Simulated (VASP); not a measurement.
InSe, 4 atoms in the cell. The typed cell holds 4 atoms: a = 6.256 Å, b = 6.179 Å, c = 4.640 Å, α = 110.42°, β = 109.69°, γ = 38.60°.  This cell differs from its parent crystal: equal xy, yz and zx shear strains of -2 %.

```yaml
Program: VASP 6.6.1
Task: single point
Functional: PBE
Potentials_or_basis: VASP PAW PBE potentials, release 64 (In_d, Se)
Cutoff: 520 eV
k_mesh: 7 × 7 × 6
Occupations: fermi-dirac, width 0.02 eV
Spin: no spin polarisation
Dipole_correction: no
Further_INCAR_settings: ALGO = Normal; EDIFF = 1e-06; NBANDS = 27
```

Potentials or basis: VASP PAW PBE potentials, release 64 (In_d, Se).

The run is started by

```bash
$ cat potpaw_PBE.64/In_d/POTCAR potpaw_PBE.64/Se/POTCAR > POTCAR
$ mpirun -np 1 vasp_std > vasp.out
```

Hardware: 1 thread of Oxide Virtual Turin-like Processor, on a shared host.

Q: How long does it take, and how much memory?

A: Run time: 11 min on 1 thread of Oxide Virtual Turin-like Processor, on a shared host, peak memory 0.49 GiB. Counts: scf iterations 13, k points 148.
